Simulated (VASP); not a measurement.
A run of VASP 6.6.1 is set up as follows.

POSCAR

```
BN
1.0
    0.0000000000      1.7713500000      1.8075000000
    1.7713500000      0.0000000000      1.8075000000
    1.7713500000      1.7713500000      0.0000000000
B N
1 1
Direct
    0.0000000000      0.0000000000      0.0000000000
    0.2500000000      0.2500000000      0.2500000000
```

File INCAR.step1:

```
SYSTEM = BN
ALGO = Normal
EDIFF = 1E-4
ENCUT = 520
GGA = PE
ISMEAR = 0
LASPH = .True.
LCHARG = .False.
LREAL = .False.
LWAVE = .True.
NBANDS = 11
NELM = 100
PREC = Accurate
SIGMA = 0.05
```

File INCAR.step2:

```
SYSTEM = BN
ALGO = Normal
EDIFF = 1E-6
ENCUT = 520
ISIF = 2
ISMEAR = 0
ISTART = 1
LASPH = .True.
LCHARG = .True.
LELF = .True.
LMIXTAU = .True.
LREAL = .False.
LVHAR = .True.
LWAVE = .False.
METAGGA = R2SCAN
NBANDS = 11
NELM = 100
PREC = Accurate
SIGMA = 0.05
```

Contents of KPOINTS:

```
k-points
0
Gamma
  10 10 10
  0 0 0
```

Potentials or basis: VASP PAW PBE potentials, release 64 (B, N).

Run with:

```bash
$ cat potpaw_PBE.64/B/POTCAR potpaw_PBE.64/N/POTCAR > POTCAR
$ cp INCAR.step1 INCAR
$ mpirun -np 1 vasp_std > vasp.out
$ cp INCAR.step2 INCAR
$ mpirun -np 1 vasp_std > vasp.out
```

Predict the band gap on the k mesh.

4.83 eV, indirect (least direct gap 9.61 eV).

Estimate the pressure.

16.3 GPa.

Stress tensor (GPa, compression positive):
```
20.97  0.00  0.00
 0.00 20.97  0.00
 0.00  0.00  7.05
```

Caveat: the PAW data sets were made with another functional, which shifts forces and pressure a little. r2SCAN opens gaps a little over a GGA but as a rule still falls short of measured ones.
